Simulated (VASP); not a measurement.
BaTiO3: single point with PBE

The system is BaTiO3.

```xyz
5
Lattice="3.9854 0.0000 0.0000 0.0000 3.9854 0.0000 0.0000 0.0000 4.3279" Properties=species:S:1:pos:R:3 pbc="T T T"
Ba    0.0000    0.0000    4.2687
Ti    1.9927    1.9927    2.0301
O     1.9927    1.9927    0.1638
O     1.9927    0.0000    2.2391
O     0.0000    1.9927    2.2391
```

This cell differs from its parent crystal: strain +0.000 along x and y, +0.030 along z.

```
Program                : VASP 6.6.1
Task                   : single point
Functional             : PBE
Potentials or basis    : VASP PAW PBE potentials, release 64 (Ba_sv, Ti_sv, O)
Cutoff                 : 520 eV
k mesh                 : 8 × 8 × 6
Occupations            : gaussian, width 0.05 eV
Spin                   : no spin polarisation
Dipole correction      : no
Further INCAR settings : ALGO = Normal; EDIFF = 1e-06; NBANDS = 28
```

* Pressure: -2.6 GPa
* Largest force: 0.720 eV/Å
* Band gap on the k mesh: 1.71 eV, indirect (least direct gap 2.33 eV)

Forces in eV/Å, atoms in the order of the input:
```
Ba   0.000  0.000 -0.032
Ti   0.000  0.000 -0.641
O    0.000  0.000  0.720
O    0.000  0.000 -0.024
O    0.000  0.000 -0.024
```

Stress tensor (GPa, compression positive):
```
-1.22  0.00  0.00
 0.00 -1.22  0.00
 0.00  0.00 -5.45
```

Levels at points of the mesh, in eV from the valence-band top:
| k point | band 16 | band 17 | band 18 | band 19 | band 20 | band 21 | band 22 | band 23 | band 24 | band 25 |
| --- | --- | --- | --- | --- | --- | --- | --- | --- | --- | --- |
| (0.00, 0.00, 0.00) | -1.63 | -1.38 | -1.03 | -0.62 | -0.62 | 1.71 | 2.29 | 2.29 | 3.86 | 3.87 |
| (0.50, 0.00, 0.00) | -2.05 | -1.98 | -1.79 | -1.64 | -1.37 | 2.36 | 3.31 | 3.37 | 3.76 | 5.26 |
| (0.50, 0.50, 0.00) | -3.00 | -2.07 | -1.09 | -1.09 | -0.05 | 3.41 | 3.41 | 3.68 | 3.79 | 7.30 |
| (0.00, 0.00, 0.50) | -1.99 | -1.99 | -1.96 | -0.75 | -0.75 | 1.81 | 3.13 | 3.13 | 3.87 | 5.41 |
| (0.50, 0.00, 0.50) | -2.58 | -1.91 | -1.32 | -1.20 | -0.61 | 3.14 | 3.36 | 3.47 | 4.58 | 6.53 |
| (0.50, 0.50, 0.50) | -2.59 | -2.59 | -0.53 | -0.53 | 0.00 | 3.69 | 3.69 | 3.92 | 5.67 | 6.11 |

Run time: 55 s on 1 thread of Intel(R) Xeon(R) 6975P-C (Granite Rapids), with other jobs on the host, peak memory 0.25 GiB.

Caveat: the cell differs from its parent crystal (strain +0.000 along x and y, +0.030 along z); spin-orbit coupling is left out, which moves the levels of the heavy elements. A k mesh can miss the band edges.
